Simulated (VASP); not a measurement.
# BaO (Fm-3m) in VASP: notebook

The runs below take BaO through single point, with PBE, LDA, PBEsol.

Everything below comes from runs of VASP 6.6.1. Logs are shortened: lines on timing, memory, paths and dates and some standing lists are left out, and cuts for length are marked.

## 1. The cell of the first run

Symmetry: Fm-3m, No. 225, cubic system. Conventional cell: a = 5.544 Å, b = 5.544 Å, c = 5.544 Å, α = 90.00°, β = 90.00°, γ = 90.00°. Ba (site symmetry m-3m) has 6 O at 2.77 Å within 3.7 Å. Within 3.7 Å of O (site symmetry m-3m) lie 6 Ba at 2.77 Å.

## 2. Single point, PBE

File INCAR:

```
SYSTEM = BaO
PREC = Accurate ; ENCUT = 600
EDIFF = 1E-6 ; ISMEAR = 0
SIGMA = 0.01 ; LREAL = .False.
LASPH = .True. ; NELM = 120
ALGO = Normal ; ISIF = 2
LWAVE = .False. ; LCHARG = .True.
GGA = PE ; LELF = .True.
LVHAR = .True. ; NBANDS = 15
GGA_COMPAT = .False.
```

File KPOINTS:

```
regular mesh
0
Gamma
  8 8 8
  0 0 0
```

File POSCAR:

```
BaO
1.0
    0.0000000000      2.7719426840      2.7719426840
    2.7719426840      0.0000000000      2.7719426840
    2.7719426840      2.7719426840      0.0000000000
Ba O
1 1
Direct
    0.0000000000      0.0000000000      0.0000000000
    0.5000000000      0.5000000000      0.5000000000
```

Potentials or basis: VASP PAW PBE potentials, release 64 (Ba_sv, O).

On the command line:

```
> cat potpaw_PBE.64/Ba_sv/POTCAR potpaw_PBE.64/O/POTCAR > POTCAR
> mpirun -np 1 vasp_std > vasp.out
```

OUTCAR:

```text
SYSTEM = BaO
   PREC = Accurate
   ENCUT = 600
   EDIFF = 1E-6
   ISMEAR = 0
   LREAL = .False.
   LASPH = .True.
   NELM = 120
   ISIF = 2
   GGA = PE

 ion  position               nearest neighbor table
   1  0.000  0.000  0.000-   2 2.77   2 2.77   2 2.77   2 2.77   2 2.77   2 2.77
   2  0.500  0.500  0.500-   1 2.77   1 2.77   1 2.77   1 2.77   1 2.77   1 2.77

  LATTYP: Found a face centered cubic cell.
 ALAT       =     5.5438853680

  Lattice vectors:

 A1 = (   0.0000000000,   2.7719426840,   2.7719426840)
 A2 = (   2.7719426840,   0.0000000000,   2.7719426840)
 A3 = (   2.7719426840,   2.7719426840,   0.0000000000)

Analysis of symmetry for initial positions (statically):
=====================================================================
 Subroutine PRICEL returns:
 Original cell was already a primitive cell.

 Routine SETGRP: Setting up the symmetry group for a
 face centered cubic supercell.

 Subroutine GETGRP returns: Found 48 space group operations
 (whereof 48 operations were pure point group operations)
 out of a pool of 48 trial point group operations.

The static configuration has the point symmetry O_h .

Analysis of symmetry for dynamics (positions and initial velocities):
=====================================================================
 Subroutine PRICEL returns:
 Original cell was already a primitive cell.

 Routine SETGRP: Setting up the symmetry group for a
 face centered cubic supercell.

 Subroutine GETGRP returns: Found 48 space group operations
 (whereof 48 operations were pure point group operations)
 out of a pool of 48 trial point group operations.

The dynamic configuration has the point symmetry O_h .

 Subroutine INISYM returns: Found 48 space group operations
 (whereof 48 operations are pure point group operations),
 and found     1 'primitive' translations

----------------------------------------------------------------------------------------

                                     Primitive cell

  volume of cell :      42.5974

  direct lattice vectors                    reciprocal lattice vectors
     0.000000000  2.771942684  2.771942684    -0.180378910  0.180378910  0.180378910
     2.771942684  0.000000000  2.771942684     0.180378910 -0.180378910  0.180378910
     2.771942684  2.771942684  0.000000000     0.180378910  0.180378910 -0.180378910

  length of vectors
     3.920118938  3.920118938  3.920118938     0.312425437  0.312425437  0.312425437

  position of ions in fractional coordinates (direct lattice)
[... 83 lines left out ...]
   IBRION =     -1    ionic relax: 0-MD 1-quasi-New 2-CG
   NFREE  =      0    steps in history (QN), initial steepest desc. (CG)
   ISIF   =      2    stress and relaxation
   ISYM   =      2    0-nonsym 1-usesym 2-fastsym
   POTIM  = 0.5000    time-step for ionic-motion
   TEBEG  =    0.0;   TEEND  =   0.0 temperature during run
   PSTRESS=    0.0 pullay stress
   NELECT =      16.0000    total number of electrons
   NUPDOWN=      -1.0000    fix difference up-down
   EMIN   =  10.00;   EMAX   =-10.00  energy-range for DOS
   EFERMI =   0.00;   METHOD = LEGACY
   ISMEAR =     0;   SIGMA  =   0.01  broadening in eV -4-tet -1-fermi 0-gaus
   EFERMI_NEDOS =   21; number of points for ismear=-14 and -15
   IALGO  =     38    algorithm
   IMIX   =      4    mixing-type and parameters
     AMIX     =   0.40;   BMIX     =  1.00
     AMIX_MAG =   1.60;   BMIX_MAG =  1.00
  volume/ion in A,a.u.               =      21.30       143.73
  Fermi-wavevector in a.u.,A,eV,Ry     =   1.181192  2.232130 18.983054  1.395215
  Thomas-Fermi vector in A             =   2.317470
   LORBIT       =      0    0 simple, 1 ext, 2 COOP (PROOUT), +10 PAW based schemes
   GGA     = PE    functional components
   LHFCALC =     F    Hartree Fock is set to
   AEXX    =    0.0000 exact exchange contribution
   IVDW    =     0    specifies the selected vdW correction
   LEPSILON=     F    determine dielectric tensor
   LRPA    =     F    only Hartree local field effects (RPA)
 non-spin polarized calculation
 Gauss-broadening in eV      SIGMA  =   0.01
  energy-cutoff  :      600.00
  volume of cell :       42.60
 maximum number of plane-waves:      1433
   NGX = 15   NGY = 15   NGZ = 15

 number of electron      16.0000000 magnetization

 Free energy of the ion-electron system (eV)
  ---------------------------------------------------
  ext. energy  EPLUGINS =         0.00000000
  ---------------------------------------------------
  free energy    TOTEN  =       -11.79671133 eV

  energy without entropy =      -11.79671133  energy(sigma->0) =      -11.79671133

 E-fermi :   1.9915     XC(G=0):  -9.6074

 val. band max:        1.8574245081   @ k =   0.5000   0.5000   0.0000
 cond. band min:       3.8418861047   @ k =   0.5000   0.5000   0.0000
 fundamental gap:      1.9844615966
 Fermi energy:         1.9914759035

 k-point     1 :       0.0000    0.0000    0.0000
  band No.  band energies     occupation
      1     -24.0544      2.00000
      2     -13.1521      2.00000
      3      -8.5719      2.00000
      4      -8.5719      2.00000
      5      -8.5719      2.00000
      6       1.5221      2.00000
      7       1.5221      2.00000
      8       1.5221      2.00000
      9       5.3918      0.00000
     10       6.5421      0.00000
     11       6.5421      0.00000
     12       6.5421      0.00000
     13       8.8013      0.00000
     14       8.8013      0.00000
[... 401 lines left out ...]
      2     -13.7073      2.00000
      3      -9.1892      2.00000
      4      -9.1883      2.00000
      5      -8.6824      2.00000
      6       0.3320      2.00000
      7       0.9356      2.00000
      8       1.0018      2.00000
      9       6.7062      0.00000
     10       7.3125      0.00000
     11       9.6894      0.00000
     12       9.7057      0.00000
     13      11.9048      0.00000
     14      13.6015      0.00000
     15      13.9661      0.00000

 [... further k-points ...]
[... 5 lines left out ...]
  --------------------------------------------------------------------------------------
  -------------------------------------------------------------------------------------
  Total        0.7365473      0.7365473      0.7365473      0.0000000      0.0000000     -0.0000000
  in kB       27.7031092     27.7031092     27.7031092      0.0000000      0.0000000     -0.0000000
  external PRESSURE =      27.7031092 kB  Pullay stress =       0.0000000 kB

 VOLUME and BASIS-vectors are now :
 -----------------------------------------------------------------------------
  energy-cutoff  :      600.00
  volume of cell :       42.60
      direct lattice vectors                 reciprocal lattice vectors
     0.000000000  2.771942684  2.771942684    -0.180378910  0.180378910  0.180378910
     2.771942684  0.000000000  2.771942684     0.180378910 -0.180378910  0.180378910
     2.771942684  2.771942684  0.000000000     0.180378910  0.180378910 -0.180378910

 POSITION                                       TOTAL-FORCE (eV/Angst)
 -----------------------------------------------------------------------------------
      0.00000      0.00000      0.00000        -0.000000     -0.000000      0.000000
      2.77194      2.77194      2.77194         0.000000      0.000000      0.000000
 -----------------------------------------------------------------------------------
    total drift:                                0.000000     -0.000000      0.000000

  FREE ENERGIE OF THE ION-ELECTRON SYSTEM (eV)
  ---------------------------------------------------
  free  energy   TOTEN  =       -11.7967113310 eV

  energy  without entropy=      -11.7967113310  energy(sigma->0) =      -11.79671133
```

OSZICAR:

```text
N       E                     dE             d eps       ncg     rms          rms(c)
DAV:   1     0.863684216347E+02    0.86368E+02   -0.84925E+03   870   0.111E+03
DAV:   2    -0.981705829402E+01   -0.96185E+02   -0.84774E+02  1210   0.212E+02
DAV:   3    -0.143612062953E+02   -0.45441E+01   -0.45175E+01  1142   0.456E+01
DAV:   4    -0.144127314082E+02   -0.51525E-01   -0.51515E-01  1039   0.509E+00
DAV:   5    -0.144136642040E+02   -0.93280E-03   -0.93279E-03  1108   0.590E-01    0.955E+00
DAV:   6    -0.120532093245E+02    0.23605E+01   -0.87608E+00   926   0.219E+01    0.626E+00
DAV:   7    -0.118202286886E+02    0.23298E+00   -0.64318E-01   990   0.631E+00    0.222E+00
DAV:   8    -0.117959231332E+02    0.24306E-01   -0.10454E-01  1045   0.329E+00    0.536E-01
DAV:   9    -0.117954396397E+02    0.48349E-03   -0.98162E-03  1017   0.946E-01    0.165E-01
DAV:  10    -0.117967270211E+02   -0.12874E-02   -0.27705E-03   919   0.423E-01    0.490E-02
DAV:  11    -0.117967033612E+02    0.23660E-04   -0.17301E-04  1087   0.111E-01    0.263E-02
DAV:  12    -0.117967121831E+02   -0.88219E-05   -0.24297E-05   933   0.452E-02    0.510E-03
DAV:  13    -0.117967113310E+02    0.85210E-06   -0.18273E-06   990   0.126E-02
   1 F= -.11796711E+02 E0= -.11796711E+02  d E =-.300281E-82
```

Run time: 8.2 s. Hardware: 1 thread of Intel Xeon 6975P-C (Granite Rapids), shared host; peak memory 0.18 GiB.

What came out:

```yaml
Free_energy: -11.7967 eV
Pressure: 2.8 GPa
Band_gap_on_the_k_mesh: 1.98 eV, direct
```

Caveat: spin-orbit coupling is left out, which moves the levels of the heavy elements. A k mesh can miss the band edges.

[end of part 1 of 2]
